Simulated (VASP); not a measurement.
# AlGa3N4 (R3m) in VASP: further runs

AlGa3N4 is run at these levels: LDA; tasks: single point.

Everything below comes from runs of VASP 6.6.1. Logs are shortened: lines on timing, memory, paths and dates and some standing lists are left out, and cuts for length are marked.

## 1. The cell of the first run

Symmetry: R3m, No. 160, trigonal system. The conventional cell has a = 6.375 Å, b = 6.375 Å, c = 8.076 Å, α = 90.00°, β = 90.00°, γ = 120.00°. Al (site symmetry 3m) has 4 N at 1.92 to 1.98 Å within 2.5 Å. Ga (site symmetry m) has 4 N at 1.97 to 2.03 Å within 2.6 Å. Within 2.5 Å of N (site symmetry m) lie 1 Al at 1.92 Å and 3 Ga at 1.97 to 2.03 Å. Within 2.6 Å of N (site symmetry 3m) lie 3 Ga at 1.97 Å and 1 Al at 1.98 Å.

## 2. Single point, LDA

Input file INCAR:

```
PREC     = Accurate       # precision mode
ENCUT    = 520            # plane-wave cutoff, eV
EDIFF    = 1E-6           # SCF threshold, eV
ISMEAR   = 0              # smearing method
SIGMA    = 0.05           # smearing width, eV
LREAL    = False          # projectors in reciprocal space
LASPH    = True           # aspherical terms in the spheres
NELM     = 100            # most SCF steps
ALGO     = Normal         # electronic algorithm
ISIF     = 2              # what is computed and relaxed
LWAVE    = False          # write WAVECAR
LCHARG   = True           # write CHGCAR
GGA      = CA             # functional
LELF     = True           # ELF
LVHAR    = True         
NBANDS   = 41             # bands
```

Input file KPOINTS:

```
regular mesh
0
Gamma
  6 6 6
```

Input file POSCAR:

```
AlGa3N4
1.0
    4.5595547306      0.0515716627      0.0515716627
    0.0515716627      4.5595547306      0.0515716627
    0.0515716627      0.0515716627      4.5595547306
Al Ga N
1 3 4
Direct
    0.0000000000      0.0000000000      0.0000000000
    0.5000000000      0.5000000000      0.0000000000
    0.5000000000      0.0000000000      0.5000000000
    0.0000000000      0.5000000000      0.5000000000
    0.7548078379      0.7548078379      0.2451921621
    0.7548078379      0.2451921621      0.7548078379
    0.2451921621      0.7548078379      0.7548078379
    0.2451921621      0.2451921621      0.2451921621
```

Potentials or basis: VASP PAW LDA potentials, release 64 (Al, Ga_d, N).

On the command line:

```sh
> cat potpaw_LDA.64/Al/POTCAR potpaw_LDA.64/Ga_d/POTCAR potpaw_LDA.64/N/POTCAR > POTCAR
> mpirun -np 1 vasp_std > vasp.out
```

OUTCAR:

```text
PREC = Accurate
   ENCUT = 520
   EDIFF = 1E-6
   ISMEAR = 0
   LREAL = False
   LASPH = True
   NELM = 100
   ISIF = 2
   GGA = CA

 ion  position               nearest neighbor table
   1  0.000  0.000  0.000-   5 1.92   6 1.92   7 1.92   8 1.98
   2  0.500  0.500  0.000-   6 1.97   7 1.97   8 1.97   5 2.03
   3  0.500  0.000  0.500-   5 1.97   7 1.97   8 1.97   6 2.03
   4  0.000  0.500  0.500-   5 1.97   6 1.97   8 1.97   7 2.03
   5  0.755  0.755  0.245-   1 1.92   3 1.97   4 1.97   2 2.03
   6  0.755  0.245  0.755-   1 1.92   2 1.97   4 1.97   3 2.03
   7  0.245  0.755  0.755-   1 1.92   2 1.97   3 1.97   4 2.03
   8  0.245  0.245  0.245-   2 1.97   3 1.97   4 1.97   1 1.98

  LATTYP: Found a trigonal (rhomboedric) cell.
 ALAT       =     4.5601380038
 COS(alpha) =     0.0227434715

  Lattice vectors:

 A1 = (   4.5595547306,   0.0515716627,   0.0515716627)
 A2 = (   0.0515716627,   4.5595547306,   0.0515716627)
 A3 = (   0.0515716627,   0.0515716627,   4.5595547306)

Analysis of symmetry for initial positions (statically):
=====================================================================
 Subroutine PRICEL returns:
 Original cell was already a primitive cell.

 Routine SETGRP: Setting up the symmetry group for a
 trigonal (rhombohedral) supercell.

 Subroutine GETGRP returns: Found  6 space group operations
 (whereof  6 operations were pure point group operations)
 out of a pool of 12 trial point group operations.

The static configuration has the point symmetry C_3v.

Analysis of symmetry for dynamics (positions and initial velocities):
=====================================================================
 Subroutine PRICEL returns:
 Original cell was already a primitive cell.

 Routine SETGRP: Setting up the symmetry group for a
 trigonal (rhombohedral) supercell.

 Subroutine GETGRP returns: Found  6 space group operations
 (whereof  6 operations were pure point group operations)
 out of a pool of 12 trial point group operations.

The dynamic configuration has the point symmetry C_3v.

 Subroutine INISYM returns: Found  6 space group operations
 (whereof  6 operations are pure point group operations),
 and found     1 'primitive' translations

----------------------------------------------------------------------------------------

                                     Primitive cell

  volume of cell :      94.7549

  direct lattice vectors                    reciprocal lattice vectors
     4.559554731  0.051571663  0.051571663     0.219375164 -0.002453531 -0.002453531
     0.051571663  4.559554731  0.051571663    -0.002453531  0.219375164 -0.002453531
     0.051571663  0.051571663  4.559554731    -0.002453531 -0.002453531  0.219375164

  length of vectors
     4.560138004  4.560138004  4.560138004     0.219402603  0.219402603  0.219402603

  position of ions in fractional coordinates (direct lattice)
     0.000000000  0.000000000  0.000000000
     0.500000000  0.500000000  0.000000000
     0.500000000  0.000000000  0.500000000
     0.000000000  0.500000000  0.500000000
     0.754807838  0.754807838  0.245192162
     0.754807838  0.245192162  0.754807838
     0.245192162  0.754807838  0.754807838
     0.245192162  0.245192162  0.245192162

  ion indices of the primitive-cell ions
   primitive index   ion index
                 1           1
                 2           2
                 3           3
                 4           4
                 5           5
                 6           6
                 7           7
                 8           8

----------------------------------------------------------------------------------------

 KPOINTS: regular mesh

Automatic generation of k-mesh.
 Grid dimensions read from file:
 generate k-points for:    6    6    6

 Generating k-lattice:

  Cartesian coordinates                     Fractional coordinates (reciprocal lattice)
     0.036562527 -0.000408922 -0.000408922     0.166666667  0.000000000  0.000000000
    -0.000408922  0.036562527 -0.000408922     0.000000000  0.166666667  0.000000000
    -0.000408922 -0.000408922  0.036562527     0.000000000  0.000000000  0.166666667

  Length of vectors
     0.036567100  0.036567100  0.036567100

  Shift w.r.t. Gamma in fractional coordinates (k-lattice)
     0.000000000  0.000000000  0.000000000

 Subroutine IBZKPT returns following result:
 ===========================================

 Found     32 irreducible k-points:

 Following reciprocal coordinates:
            Coordinates               Weight
  0.000000  0.000000  0.000000      1.000000
  0.166667  0.000000  0.000000      6.000000
  0.333333 -0.000000 -0.000000      6.000000
  0.500000 -0.000000  0.000000      3.000000
  0.166667  0.166667  0.000000      6.000000
  0.333333  0.166667  0.000000     12.000000
[... 16 lines left out ...]
  0.500000  0.500000  0.166667      6.000000
 -0.333333  0.500000  0.166667     12.000000
 [... further k-points ...]
   k-points           NKPTS =     32   k-points in BZ     NKDIM =     32   number of bands    NBANDS=     41
   number of dos      NEDOS =    301   number of ions     NIONS =      8
   total plane-waves  NPLWV =  46656
   dimension x,y,z NGX =    36 NGY =   36 NGZ =   36
   dimension x,y,z NGXF=    72 NGYF=   72 NGZF=   72
   ions per type =               1   3   4
   NGX,Y,Z   is equivalent  to a cutoff of  13.12, 13.12, 13.12 a.u.
   NGXF,Y,Z  is equivalent  to a cutoff of  26.25, 26.25, 26.25 a.u.
 SYSTEM =  unknown system
   PREC   = accura    normal or accurate (medium, high low for compatibility)
   ISTART =      0    job   : 0-new  1-cont  2-samecut
   ICHARG =      2    charge: 1-file 2-atom 10-const
   ISPIN  =      1    spin polarized calculation?
   LNONCOLLINEAR =      F non collinear calculations
   LSORBIT =      F    spin-orbit coupling
   LASPH  =      T    aspherical Exc in radial PAW
   ENCUT  =  520.0 eV  38.22 Ry    6.18 a.u.   8.48  8.48  8.48*2*pi/ulx,y,z
   NELM   =    100;   NELMIN=  2; NELMDL= -5     # of ELM steps
   EDIFF  = 0.1E-05   stopping-criterion for ELM
   LREAL  =      F    real-space projection
   EDIFFG = 0.1E-04   stopping-criterion for IOM
   NSW    =      0    number of steps for IOM
   IBRION =     -1    ionic relax: 0-MD 1-quasi-New 2-CG
   NFREE  =      0    steps in history (QN), initial steepest desc. (CG)
   ISIF   =      2    stress and relaxation
   ISYM   =      2    0-nonsym 1-usesym 2-fastsym
   POTIM  = 0.5000    time-step for ionic-motion
   TEBEG  =    0.0;   TEEND  =   0.0 temperature during run
   PSTRESS=    0.0 pullay stress
   NELECT =      62.0000    total number of electrons
   NUPDOWN=      -1.0000    fix difference up-down
   EMIN   =  10.00;   EMAX   =-10.00  energy-range for DOS
   EFERMI =   0.00;   METHOD = LEGACY
   ISMEAR =     0;   SIGMA  =   0.05  broadening in eV -4-tet -1-fermi 0-gaus
   EFERMI_NEDOS =   21; number of points for ismear=-14 and -15
   IALGO  =     38    algorithm
   IMIX   =      4    mixing-type and parameters
     AMIX     =   0.40;   BMIX     =  1.00
     AMIX_MAG =   1.60;   BMIX_MAG =  1.00
  volume/ion in A,a.u.               =      11.84        79.93
  Fermi-wavevector in a.u.,A,eV,Ry     =   1.421253  2.685779 27.483232  2.019961
  Thomas-Fermi vector in A             =   2.542082
   LORBIT       =      0    0 simple, 1 ext, 2 COOP (PROOUT), +10 PAW based schemes
   GGA     = CA    functional components
   LHFCALC =     F    Hartree Fock is set to
   AEXX    =    0.0000 exact exchange contribution
   IVDW    =     0    specifies the selected vdW correction
   LEPSILON=     F    determine dielectric tensor
   LRPA    =     F    only Hartree local field effects (RPA)
 non-spin polarized calculation
 Gauss-broadening in eV      SIGMA  =   0.05
  energy-cutoff  :      520.00
  volume of cell :       94.75
 maximum number of plane-waves:      2587
 NGX is ok and might be reduce to    36
   NGX = 17   NGY = 17   NGZ = 17

 number of electron      62.0000055 magnetization

 Free energy of the ion-electron system (eV)
  ---------------------------------------------------
  ext. energy  EPLUGINS =         0.00000000
  ---------------------------------------------------
  free energy    TOTEN  =       -57.77034326 eV

  energy without entropy =      -57.77034326  energy(sigma->0) =      -57.77034326

 E-fermi :   4.8507     XC(G=0): -11.6323

 val. band max:        4.6111807087   @ k =   0.0000   0.0000   0.0000
 cond. band min:       6.4930523752   @ k =   0.0000   0.0000   0.0000
 fundamental gap:      1.8818716665
 Fermi energy:         4.8507302954

 k-point     1 :       0.0000    0.0000    0.0000
  band No.  band energies     occupation
      1     -10.5363      2.00000
      2      -9.6752      2.00000
      3      -9.6271      2.00000
      4      -9.6271      2.00000
      5      -8.6934      2.00000
      6      -8.6814      2.00000
[... 33 lines left out ...]
     40      15.0682      0.00000
     41      15.0686      0.00000

 k-point     2 :       0.1667    0.0000    0.0000
  band No.  band energies     occupation
      1     -10.4383      2.00000
      2      -9.6802      2.00000
      3      -9.6347      2.00000
      4      -9.6266      2.00000
      5      -8.6883      2.00000
      6      -8.6793      2.00000
[... 33 lines left out ...]
     40      14.9236      0.00000
     41      15.2564      0.00000

 k-point     3 :       0.3333   -0.0000   -0.0000
  band No.  band energies     occupation
      1     -10.1899      2.00000
      2      -9.7190      2.00000
      3      -9.6503      2.00000
      4      -9.6257      2.00000
      5      -8.6687      2.00000
      6      -8.6671      2.00000
[... 875 lines left out ...]
      2      -9.7373      2.00000
      3      -9.6811      2.00000
      4      -9.6655      2.00000
      5      -8.6798      2.00000
      6      -8.6762      2.00000
[... 33 lines left out ...]
     40      14.2129      0.00000
     41      14.2486      0.00000

 k-point    24 :      -0.3333    0.5000    0.1667
  band No.  band energies     occupation
      1      -9.9001      2.00000
      2      -9.7353      2.00000
      3      -9.6785      2.00000
      4      -9.6593      2.00000
      5      -8.6841      2.00000
      6      -8.6705      2.00000
[... 33 lines left out ...]
     40      14.0814      0.00000
     41      14.2837      0.00000

 [... further k-points ...]

------------------------ aborting loop because EDIFF is reached ----------------------------------------

  FORCE on cell =-STRESS in cart. coord.  units (eV):
  Direction    XX          YY          ZZ          XY          YZ          ZX
  --------------------------------------------------------------------------------------
  -------------------------------------------------------------------------------------
  Total       -8.2584018     -8.2584018     -8.2584018     -2.1121142     -2.1121142     -2.1121142
  in kB     -139.6383620   -139.6383620   -139.6383620    -35.7129839    -35.7129839    -35.7129839
  external PRESSURE =    -139.6383620 kB  Pullay stress =       0.0000000 kB

 VOLUME and BASIS-vectors are now :
 -----------------------------------------------------------------------------
  energy-cutoff  :      520.00
  volume of cell :       94.75
      direct lattice vectors                 reciprocal lattice vectors
     4.559554731  0.051571663  0.051571663     0.219375164 -0.002453531 -0.002453531
     0.051571663  4.559554731  0.051571663    -0.002453531  0.219375164 -0.002453531
     0.051571663  0.051571663  4.559554731    -0.002453531 -0.002453531  0.219375164

 POSITION                                       TOTAL-FORCE (eV/Angst)
 -----------------------------------------------------------------------------------
      0.00000      0.00000      0.00000         0.088929      0.088929      0.088929
      2.30556      2.30556      0.05157         0.089473      0.089473      0.076824
      2.30556      0.05157      2.30556         0.089473      0.076824      0.089473
      0.05157      2.30556      2.30556         0.076824      0.089473      0.089473
      3.49316      3.49316      1.19582        -0.074307     -0.074307     -0.079247
      3.49316      1.19582      3.49316        -0.074307     -0.079247     -0.074307
      1.19582      3.49316      3.49316        -0.079247     -0.074307     -0.074307
      1.14326      1.14326      1.14326        -0.116838     -0.116838     -0.116838
 -----------------------------------------------------------------------------------
    total drift:                               -0.000259     -0.000259     -0.000259

  FREE ENERGIE OF THE ION-ELECTRON SYSTEM (eV)
  ---------------------------------------------------
  free  energy   TOTEN  =       -57.7703432575 eV

  energy  without entropy=      -57.7703432575  energy(sigma->0) =      -57.77034326
```

Run time: 48 s. Hardware: 1 thread of Intel Xeon 6975P-C (Granite Rapids), shared host; peak memory 0.23 GiB.

Results:

```
Free energy            : -57.7703 eV
Pressure               : -14.0 GPa
Largest force          : 0.202 eV/Å
Band gap on the k mesh : 1.88 eV, direct
```

Forces on the atoms (eV/Å):
```
Al   0.089  0.089  0.089
Ga   0.089  0.089  0.077
Ga   0.089  0.077  0.089
Ga   0.077  0.089  0.089
N   -0.074 -0.074 -0.079
N   -0.074 -0.079 -0.074
N   -0.079 -0.074 -0.074
N   -0.117 -0.117 -0.117
```

Levels at points of the mesh, in eV from the valence-band top:
```csv
k point,band 28,band 29,band 30,band 31,band 32,band 33,band 34,band 35
"(0.00, 0.00, 0.00)",-2.23,-0.13,0.00,0.00,1.88,3.25,3.25,3.28
"(0.50, 0.00, 0.00)",-1.52,-1.33,-1.28,-1.08,4.54,4.61,5.93,5.96
"(0.50, 0.50, 0.00)",-0.98,-0.97,-0.88,-0.64,6.06,6.10,6.26,6.96
"(0.50, 0.50, 0.50)",-0.79,-0.73,-0.62,-0.62,4.31,4.31,4.56,5.73
```

(Part 1 of 2 ends here.)
